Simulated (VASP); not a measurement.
# Pd in VASP: a series of runs

Runs on Pd. Level: PBEsol. Tasks: single point, relaxation of cell and atoms.

All numbers are computed with VASP 6.6.1; they aren't measurements. Logs are shortened: lines on timing, memory, paths and dates and some standing lists are left out, and cuts for length are marked.

## (1) The cell of the first run

Symmetry: I4/mmm, No. 139, tetragonal system. Conventional cell: a = 2.746 Å, b = 2.746 Å, c = 3.862 Å, α = 90.00°, β = 90.00°, γ = 90.00°. Pd (site symmetry 4/mmm) has 12 Pd at 2.74 to 2.75 Å within 3.6 Å.

## (2) Single point, PBEsol, non-collinear spin, typed start, spin-orbit coupling

Contents of INCAR:

```
PREC = Accurate ; ENCUT = 520
EDIFF = 1E-6 ; ISMEAR = -1
SIGMA = 0.05 ; LREAL = False
LASPH = True ; NELM = 150
ALGO = Normal ; ISIF = 2
LWAVE = False ; LCHARG = False
MAGMOM = 0 0 0.5 0 0 -0.5 ; LORBIT = 11
LSORBIT = True ; GGA_COMPAT = False
LORBMOM = True ; LMAXMIX = 4
GGA = PS ; NBANDS = 32
```

Contents of KPOINTS:

```
regular mesh
0
Gamma
  11 11 8
```

Contents of POSCAR:

```
Pd
1.0
    2.7460611726      0.0000000000      0.0000000000
    0.0000000000      2.7460611726      0.0000000000
    0.0000000000      0.0000000000      3.8615455817
Pd
2
Direct
    0.0000000000      0.0000000000      0.0000000000
    0.5000000000      0.5000000000      0.5000000000
```

Potentials or basis: VASP PAW PBE potentials, release 64 (Pd).

Command:

```
cat potpaw_PBE.64/Pd/POTCAR > POTCAR
mpirun -np 1 vasp_ncl > vasp.out
```

OUTCAR:

```text
PREC = Accurate
   ENCUT = 520
   EDIFF = 1E-6
   ISMEAR = -1
   LREAL = False
   LASPH = True
   NELM = 150
   ISIF = 2
   LORBIT = 11
   LSORBIT = True
   GGA = PS

 ion  position               nearest neighbor table
   1  0.000  0.000  0.000-   2 2.74   2 2.74   2 2.74   2 2.74   2 2.74   2 2.74   2 2.74   2 2.74

   2  0.500  0.500  0.500-   1 2.74   1 2.74   1 2.74   1 2.74   1 2.74   1 2.74   1 2.74   1 2.74

  LATTYP: Found a simple tetragonal cell.
 ALAT       =     2.7460611726
 C/A-ratio  =     1.4062125128

  Lattice vectors:

 A1 = (   2.7460611726,   0.0000000000,   0.0000000000)
 A2 = (   0.0000000000,   2.7460611726,   0.0000000000)
 A3 = (   0.0000000000,   0.0000000000,   3.8615455817)

Analysis of symmetry for initial positions (statically):
=====================================================================
 Subroutine PRICEL returns following result:

  LATTYP: Found a body centered tetragonal cell.
 ALAT       =     2.7460611726
 C/A-ratio  =     1.4062125128

  Lattice vectors:

 A1 = (  -1.3730305863,  -1.3730305863,  -1.9307727909)
 A2 = (   1.3730305863,   1.3730305863,  -1.9307727908)
 A3 = (   1.3730305863,  -1.3730305863,   1.9307727909)

   2 primitive cells build up your supercell.

 Routine SETGRP: Setting up the symmetry group for a
 simple tetragonal supercell.

 Subroutine GETGRP returns: Found 16 space group operations
 (whereof 16 operations were pure point group operations)
 out of a pool of 16 trial point group operations.

The static configuration has the point symmetry D_4h.

Analysis of symmetry for dynamics (positions and initial velocities):
=====================================================================
 Subroutine PRICEL returns following result:

  LATTYP: Found a body centered tetragonal cell.
 ALAT       =     2.7460611726
 C/A-ratio  =     1.4062125128

  Lattice vectors:

 A1 = (  -1.3730305863,  -1.3730305863,  -1.9307727909)
 A2 = (   1.3730305863,   1.3730305863,  -1.9307727908)
 A3 = (   1.3730305863,  -1.3730305863,   1.9307727909)

   2 primitive cells build up your supercell.

 Routine SETGRP: Setting up the symmetry group for a
 simple tetragonal supercell.

 Subroutine GETGRP returns: Found 16 space group operations
 (whereof 16 operations were pure point group operations)
 out of a pool of 16 trial point group operations.

The dynamic configuration has the point symmetry D_4h.

Analysis of structural, dynamic, and magnetic symmetry:
=====================================================================
 Subroutine PRICEL returns:
 Original cell was already a primitive cell.

 Routine SETGRP: Setting up the symmetry group for a
 simple tetragonal supercell.

 Subroutine GETGRP returns: Found 16 space group operations
 (whereof  8 operations were pure point group operations)
 out of a pool of 16 trial point group operations.

The overall configuration has the point symmetry C_4h.
 The point group associated with its full space group is D_4h.

 Subroutine INISYM returns: Found 16 space group operations
 (whereof  8 operations are pure point group operations),
 and found     1 'primitive' translations

----------------------------------------------------------------------------------------

                                     Primitive cell

  volume of cell :      29.1193

  direct lattice vectors                    reciprocal lattice vectors
     2.746061173  0.000000000  0.000000000     0.364157947  0.000000000  0.000000000
     0.000000000  2.746061173  0.000000000     0.000000000  0.364157947  0.000000000
     0.000000000  0.000000000  3.861545582     0.000000000  0.000000000  0.258963666

  length of vectors
     2.746061173  2.746061173  3.861545582     0.364157947  0.364157947  0.258963666
[... 118 lines left out ...]

 number of electron      20.0000011 magnetization      -0.0000000     -0.0000000     -0.0000000

 number of electron      20.0000011 magnetization       0.0000000      0.0000000      0.0000000

 number of electron      20.0000011 magnetization      -0.0000000      0.0000000     -0.0000000

 Free energy of the ion-electron system (eV)
  ---------------------------------------------------
  ext. energy  EPLUGINS =         0.00000000
  ---------------------------------------------------
  free energy    TOTEN  =       -12.01809414 eV

  energy without entropy =      -11.97937584  energy(sigma->0) =      -11.99873499

 E-fermi :   9.8689     XC(G=0): -13.4618

 val. band max:        9.8684710076   @ k =   0.4545   0.3636   0.2500
 cond. band min:       9.8748779100   @ k =   0.2727   0.0000   0.3750
 fundamental gap:      0.0064069024
 Fermi energy:         9.8689079991

 k-point     1 :       0.0000    0.0000    0.0000
  band No.  band energies     occupation
      1       2.5001      1.00000
      2       2.5001      1.00000
      3       4.2960      1.00000
      4       4.2960      1.00000
      5       4.5931      1.00000
      6       4.5931      1.00000
[... 829 lines left out ...]
     31      27.2232      0.00000
     32      27.2232      0.00000

 [... further k-points ...]

------------------------ aborting loop because EDIFF is reached ----------------------------------------

  FORCE on cell =-STRESS in cart. coord.  units (eV):
  Direction    XX          YY          ZZ          XY          YZ          ZX
  --------------------------------------------------------------------------------------
  -------------------------------------------------------------------------------------
  Total       -0.0353236     -0.0353236     -0.0352729      0.0000000      0.0000000      0.0000000
  in kB       -1.9435396     -1.9435396     -1.9407525      0.0000000      0.0000000      0.0000000
  external PRESSURE =      -1.9426106 kB  Pullay stress =       0.0000000 kB

 VOLUME and BASIS-vectors are now :
 -----------------------------------------------------------------------------
  energy-cutoff  :      520.00
  volume of cell :       29.12
      direct lattice vectors                 reciprocal lattice vectors
     2.746061173  0.000000000  0.000000000     0.364157947  0.000000000  0.000000000
     0.000000000  2.746061173  0.000000000     0.000000000  0.364157947  0.000000000
     0.000000000  0.000000000  3.861545582     0.000000000  0.000000000  0.258963666

 POSITION                                       TOTAL-FORCE (eV/Angst)
 -----------------------------------------------------------------------------------
      0.00000      0.00000      0.00000         0.000000      0.000000      0.000000
      1.37303      1.37303      1.93077         0.000000      0.000000      0.000000
 -----------------------------------------------------------------------------------
    total drift:                               -0.000000      0.000000      0.000000

  FREE ENERGIE OF THE ION-ELECTRON SYSTEM (eV)
  ---------------------------------------------------
  free  energy   TOTEN  =       -12.0180941408 eV

  energy  without entropy=      -11.9793758370  energy(sigma->0) =      -11.99873499

 orbital moment (x)

 # of ion     p       d       tot
 ----------------------------------------
  1        -0.000  -0.000  -0.000
  2         0.000   0.000   0.000
 ----------------------------------------
            0.000  -0.000  -0.000

 orbital moment (y)

 # of ion     p       d       tot
 ----------------------------------------
  1         0.000  -0.000  -0.000
  2        -0.000   0.000   0.000
 ----------------------------------------
           -0.000  -0.000  -0.000

 orbital moment (z)

 # of ion     p       d       tot
 ----------------------------------------
  1         0.000   0.000   0.000
  2        -0.000  -0.000  -0.000
 ----------------------------------------
            0.000  -0.000  -0.000

 Spin-Orbit-Coupling matrix elements

 Ion:    1  E_soc:     -0.0858931
 l=   1
     0.0000000    -0.0026192    -0.0026207
    -0.0026192     0.0000000    -0.0026192
    -0.0026207    -0.0026192     0.0000000
 l=   2
     0.0000000    -0.0023187     0.0000000    -0.0023187    -0.0094605
    -0.0023187     0.0000000    -0.0070737    -0.0022834    -0.0022793
     0.0000000    -0.0070737     0.0000000    -0.0070737     0.0000000
    -0.0023187    -0.0022834    -0.0070737     0.0000000    -0.0022793
    -0.0094605    -0.0022793     0.0000000    -0.0022793     0.0000000
 l=   3
     0.0000000     0.0000000     0.0000000     0.0000000     0.0000000     0.0000000     0.0000000
     0.0000000     0.0000000     0.0000000     0.0000000     0.0000000     0.0000000     0.0000000
     0.0000000     0.0000000     0.0000000     0.0000000     0.0000000     0.0000000     0.0000000
     0.0000000     0.0000000     0.0000000     0.0000000     0.0000000     0.0000000     0.0000000
     0.0000000     0.0000000     0.0000000     0.0000000     0.0000000     0.0000000     0.0000000
     0.0000000     0.0000000     0.0000000     0.0000000     0.0000000     0.0000000     0.0000000
     0.0000000     0.0000000     0.0000000     0.0000000     0.0000000     0.0000000     0.0000000

 Ion:    2  E_soc:     -0.0858931
 l=   1
     0.0000000    -0.0026192    -0.0026207
    -0.0026192     0.0000000    -0.0026192
    -0.0026207    -0.0026192     0.0000000
 l=   2
     0.0000000    -0.0023187     0.0000000    -0.0023187    -0.0094605
    -0.0023187     0.0000000    -0.0070737    -0.0022834    -0.0022793
     0.0000000    -0.0070737     0.0000000    -0.0070737     0.0000000
    -0.0023187    -0.0022834    -0.0070737     0.0000000    -0.0022793
    -0.0094605    -0.0022793     0.0000000    -0.0022793     0.0000000
 l=   3
     0.0000000     0.0000000     0.0000000     0.0000000     0.0000000     0.0000000     0.0000000
     0.0000000     0.0000000     0.0000000     0.0000000     0.0000000     0.0000000     0.0000000
     0.0000000     0.0000000     0.0000000     0.0000000     0.0000000     0.0000000     0.0000000
     0.0000000     0.0000000     0.0000000     0.0000000     0.0000000     0.0000000     0.0000000
     0.0000000     0.0000000     0.0000000     0.0000000     0.0000000     0.0000000     0.0000000
     0.0000000     0.0000000     0.0000000     0.0000000     0.0000000     0.0000000     0.0000000
     0.0000000     0.0000000     0.0000000     0.0000000     0.0000000     0.0000000     0.0000000

 total charge

# of ion       s       p       d       tot
------------------------------------------
    1        0.490   0.499   8.464   9.453
    2        0.490   0.499   8.464   9.453
--------------------------------------------------
tot          0.979   0.999  16.929  18.907

 magnetization (x)

# of ion       s       p       d       tot
------------------------------------------
    1       -0.000   0.000   0.000   0.000
    2        0.000  -0.000  -0.000  -0.000
--------------------------------------------------
tot         -0.000   0.000   0.000  -0.000

 magnetization (y)

# of ion       s       p       d       tot
------------------------------------------
    1       -0.000   0.000  -0.000  -0.000
    2        0.000   0.000  -0.000  -0.000
--------------------------------------------------
tot         -0.000   0.000  -0.000  -0.000

 magnetization (z)

# of ion       s       p       d       tot
------------------------------------------
    1        0.000   0.000   0.000   0.000
    2       -0.000  -0.000  -0.000  -0.000
--------------------------------------------------
tot         -0.000   0.000   0.000   0.000
```

Run time: 96 s. Hardware: 1 thread of Intel Xeon Platinum 8488C (Sapphire Rapids), shared host; peak memory 0.27 GiB.

Results:

```yaml
Free_energy: -12.0181 eV
Pressure: -0.2 GPa
Net_moment: 0.00 μB per cell
Valence_electrons_inside_the_program's_atomic_spheres: Pd 9.45
```

Moments on the atoms (μB; x, y, z):
```
Pd  0.00 0.00 0.00
Pd  0.00 0.00 0.00
```

Caveat: the PAW data sets were made with another functional, which shifts forces and pressure a little.

## (3) Single point, PBEsol, collinear spin

Contents of INCAR:

```
SYSTEM = Pd
PREC = Accurate
ENCUT = 500
EDIFF = 1E-6
ISMEAR = -1
SIGMA = 0.05
LREAL = .FALSE.
LASPH = .TRUE.
NELM = 200
ALGO = Normal
ISIF = 2
LWAVE = .FALSE.
LCHARG = .TRUE.
ISPIN = 2
MAGMOM = 0.5 -0.5
LORBIT = 11
LMAXMIX = 4
GGA = PS
LELF = .TRUE.
LVHAR = .TRUE.
NBANDS = 21
GGA_COMPAT = .FALSE.
```

Contents of KPOINTS:

```
regular mesh
0
G
  11 11 8
  0 0 0
```

POSCAR is that of step 2.

Potentials or basis: VASP PAW PBE potentials, release 64 (Pd).

Command:

```
cat potpaw_PBE.64/Pd/POTCAR > POTCAR
mpirun -np 1 vasp_std > vasp.out
```

Run time: 60 s. Hardware: 1 thread of Oxide Virtual Turin-like, shared host; peak memory 0.17 GiB.

It converged, with:

* Free energy: -11.9319 eV
* Pressure: -0.3 GPa
* Band gap on the k mesh: zero (filled and empty bands overlap)
* Net moment: 0.00 μB per cell
* Valence electrons inside the program's atomic spheres: Pd 9.45

Levels at points of the mesh, in eV from the Fermi level:
Spin up:
| k point | band 6 | band 7 | band 8 | band 9 | band 10 | band 11 | band 12 | band 13 | band 14 | band 15 |
| --- | --- | --- | --- | --- | --- | --- | --- | --- | --- | --- |
| (0.00, 0.00, 0.00) | -2.89 | -1.29 | -1.23 | -0.05 | 0.29 | 0.29 | 3.31 | 10.94 | 13.10 | 13.10 |
| (0.00, 0.00, 0.50) | -1.87 | -1.63 | -1.63 | -1.63 | -1.63 | -0.70 | -0.70 | 18.13 | 18.13 | 18.13 |
Spin down:
```tsv
k point	band 7	band 8	band 9	band 10	band 11	band 12	band 13	band 14
(0.00, 0.00, 0.00)	-1.29	-1.23	-0.05	0.29	0.29	3.31	10.94	13.10
(0.00, 0.00, 0.50)	-1.63	-1.63	-1.63	-1.63	-0.70	-0.70	18.13	18.13
```

Caveat: the PAW data sets were made with another functional, which shifts forces and pressure a little.

## (4) Relaxation of cell and atoms, PBEsol, collinear spin

This run uses another cell than the first one, of 14.71 Å³/atom.

Contents of INCAR:

```
SYSTEM = Pd
PREC = Accurate
ENCUT = 500
EDIFF = 1E-7
ISMEAR = -1
SIGMA = 0.05
LREAL = .FALSE.
LASPH = .TRUE.
NELM = 200
ALGO = Normal
ISIF = 3
LWAVE = .FALSE.
LCHARG = .FALSE.
ISPIN = 2
MAGMOM = 0.5 -0.5
LORBIT = 11
LMAXMIX = 4
GGA = PS
IBRION = 2
NSW = 80
EDIFFG = -0.01
GGA_COMPAT = .FALSE.
NELMIN = 4
```

Contents of KPOINTS:

```
Automatic mesh
0
G
  11 11 8
  0 0 0
```

Contents of POSCAR:

```
Pd
1.0
    2.7505039575      0.0000000000      0.0000000000
    0.0000000000      2.7505039575      0.0000000000
    0.0000000000      0.0000000000      3.8898000000
Pd
2
Direct
    0.0000000000      0.0000000000      0.0000000000
    0.5000000000      0.5000000000      0.5000000000
```

Command:

```
cat potpaw_PBE.64/Pd/POTCAR > POTCAR
mpirun -np 1 vasp_std > vasp.out
```

Run time: 3.8 min. Hardware: 1 thread of Oxide Virtual Turin-like, shared host; peak memory 0.15 GiB.

Results (log left out):

- Free energy: -11.9321 eV
- Relaxed volume: 14.53 Å³/atom
- Relaxed cell: a = 2.743 Å, b = 2.743 Å, c = 3.863 Å, α = 90.00°, β = 90.00°, γ = 90.00°
- Space group after relaxing (to 0.1 Å): Fm-3m (No. 225)
- Energy gained by relaxing: 1.4 meV/atom
- Ionic steps: 6
- Pressure after relaxing: 0.1 GPa
- Band gap on the k mesh: zero (filled and empty bands overlap)
- Net moment: 0.00 μB per cell
- Valence electrons inside the program's atomic spheres: Pd 9.46

Stress tensor (GPa, compression positive):
```
 0.08  0.00  0.00
 0.00  0.08  0.00
 0.00  0.00 -0.01
```

The path:
```
step  energy change (eV)  largest force (eV/Å)  pressure (GPa)  volume (Å³)
   1              0.0000                0.0000           -2.35        29.43
   2              0.0044                0.0000            4.15        28.52
   3             -0.0026                0.0000            0.00        29.08
   4             -0.0026                0.0000            0.05        29.07
   5             -0.0027                0.0000            0.05        29.07
   6             -0.0027                0.0000            0.05        29.07
```

Final structure:
```cif
data_structure
_symmetry_space_group_name_H-M 'P 1'
_symmetry_Int_Tables_number 1
_cell_length_a 2.7431
_cell_length_b 2.7431
_cell_length_c 3.8634
_cell_angle_alpha 90.000
_cell_angle_beta 90.000
_cell_angle_gamma 90.000
_cell_volume 29.07
loop_
_atom_site_label
_atom_site_type_symbol
_atom_site_fract_x
_atom_site_fract_y
_atom_site_fract_z
_atom_site_occupancy
Pd1 Pd 0.00000 0.00000 0.00000 1
Pd2 Pd 0.50000 0.50000 0.50000 1
```

Levels at points of the mesh, in eV from the Fermi level:
Spin up:
```tsv
k point	band 7	band 8	band 9	band 10	band 11	band 12	band 13	band 14
(0.00, 0.00, 0.00)	-1.28	-1.24	-0.05	0.29	0.29	3.29	10.93	13.13
(0.00, 0.00, 0.50)	-1.63	-1.63	-1.63	-1.63	-0.69	-0.69	18.16	18.16
```
Spin down:
```
           k point  band 8  band 9  band 10  band 11  band 12  band 13
(0.00, 0.00, 0.00)   -1.24   -0.05     0.29     0.29     3.29    10.93
(0.00, 0.00, 0.50)   -1.63   -1.63    -1.63    -0.69    -0.69    18.16
```

Caveat: the PAW data sets were made with another functional, which shifts forces and pressure a little.

## (5) Overview

```tsv
task	spin	cell	cutoff (eV)	gap on the mesh (eV)	pressure (GPa)	moment (μB)
single point	non-collinear, typed start, SOC	a = 2.746, b = 2.746, c = 3.862 Å, 2 atoms	520	-	-0.2	0.00
single point	collinear	a = 2.746, b = 2.746, c = 3.862 Å, 2 atoms	500	none	-0.3	0.00
relaxation of cell and atoms	collinear	relaxed from a = 2.751, b = 2.751, c = 3.890 Å, 2 atoms	500	none	0.1	0.00
```

Alike in all rows: level PBEsol; potentials or basis VASP PAW PBE potentials, release 64 (Pd); k mesh 11 × 11 × 8; smearing fermi-dirac 0.05 eV.

Caveats: the PAW data sets were made with another functional, which shifts forces and pressure a little.

Absolute energies hang on the potentials; compare differences alone.
